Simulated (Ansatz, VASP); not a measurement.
# Two plane-wave programs on AlN

Contents of INCAR:

```
PREC = Accurate ; ENCUT = 600
EDIFF = 1E-6 ; ISMEAR = -5
SIGMA = 0.02 ; LREAL = False
LASPH = True ; NELM = 120
ALGO = Normal ; ISIF = 2
LWAVE = False ; LCHARG = True
GGA = RP ; LELF = True
LVHAR = True ; NBANDS = 11
GGA_COMPAT = False
```

File KPOINTS:

```
regular mesh
0
Gamma
  10 10 10
```

File POSCAR:

```
AlN
1.0
    0.0000000000      2.0194829120      2.0194829120
    2.0194829120      0.0000000000      2.0194829120
    2.0194829120      2.0194829120      0.0000000000
Al N
1 1
Direct
    0.5000000000      0.5000000000      0.5000000000
    0.0000000000      0.0000000000      0.0000000000
```

Input for Ansatz:

```yaml
crystal:
  lattice:
    - [0.0, 2.019482912, 2.019482912]
    - [2.019482912, 0.0, 2.019482912]
    - [2.019482912, 2.019482912, 0.0]
  atoms:
    - { symbol: Al, position: [0.5, 0.5, 0.5] }
    - { symbol: "N", position: [0.0, 0.0, 0.0] }
kpoints:
  mp_grid: { grid: [10, 10, 10] }
hamiltonian:
  xc: rpbe
scf:
  occupations: { method: tetrahedron }
output:
  forces: true
  eigenvalues: true
  stress: true
```

Alike in both runs: task single point; functional RPBE; k mesh 10 × 10 × 10; occupations tetrahedron; no spin polarisation.

```csv
,VASP,Ansatz
version,VASP 6.6.1,Ansatz 0.2.0
potentials or method,"VASP PAW PBE potentials, release 64 (Al, N)","scalar-relativistic, plane waves, PAW"
plane-wave cutoff (eV),600,420
valence electrons in the cell,8,8
```

VASP gave:

* gap on the k mesh at the Fermi level (eV): 4.75
* pressure (GPa): 10.1

Estimate Ansatz's values.

gap on the k mesh at the Fermi level (eV): 4.78; pressure (GPa): 11.0.

VASP's potentials were made for PBE, not for RPBE. Ansatz's warnings: band table not solved further, tetrahedron derivatives may miss energy slope.
